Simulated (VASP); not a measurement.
Set up this calculation in VASP 6.6.1, as the native input.

| Property | Result |
| --- | --- |
| Task | single point |
| Functional | PBE |
| Potentials or basis | VASP PAW PBE potentials, release 64 (Ti_sv, S) |
| Cutoff | 520 eV |
| k mesh | 9 × 9 × 1 |
| Occupations | gaussian, width 0.1 eV |
| Spin | no spin polarisation |
| Dipole correction | yes |
| Further INCAR settings | ALGO = Normal; EDIFF = 1e-06; NBANDS = 42 |

The structure of Ti5S lies in POSCAR:

```
Ti5S
1.0
    2.9381632086      0.0000000000      0.0000000000
   -1.4690816043      2.5445239791      0.0000000000
    0.0000000000      0.0000000000     24.7117068140
Ti S
5 1
Direct
    0.6666666667      0.3333333333      0.1618666015
    0.3333333333      0.6666666667      0.2559609806
    0.6666666667      0.3333333333      0.3506708119
    0.3333333333      0.6666666667      0.4475655916
    0.6666666667      0.3333333333      0.5346335206
    0.6666666667      0.8333333333      0.6061294543
```

One way to write it, as run:

INCAR

```
ALGO = Normal
DIPOL = 0.5 0.5 0.393
EDIFF = 1E-6
ENCUT = 520
GGA = PE
IDIPOL = 3
ISIF = 2
ISMEAR = 0
LASPH = True
LCHARG = False
LDIPOL = True
LREAL = False
LWAVE = False
NBANDS = 42
NELM = 80
PREC = Accurate
SIGMA = 0.1
```

KPOINTS

```
k-points
0
Gamma
  9 9 1
```

Potentials or basis: VASP PAW PBE potentials, release 64 (Ti_sv, S).

The run is started by

```bash
$ cat potpaw_PBE.64/Ti_sv/POTCAR potpaw_PBE.64/S/POTCAR > POTCAR
$ mpirun -np 1 vasp_std > vasp.out
```

Results of the run:

```
Largest force          : 0.900 eV/Å
Band gap on the k mesh : zero (bands 33 and 34 overlap by 0.94 eV)
```

It took 4.1 min on 1 thread of Intel(R) Xeon(R) 6975P-C (Granite Rapids) (shared host), peak memory 0.39 GiB.
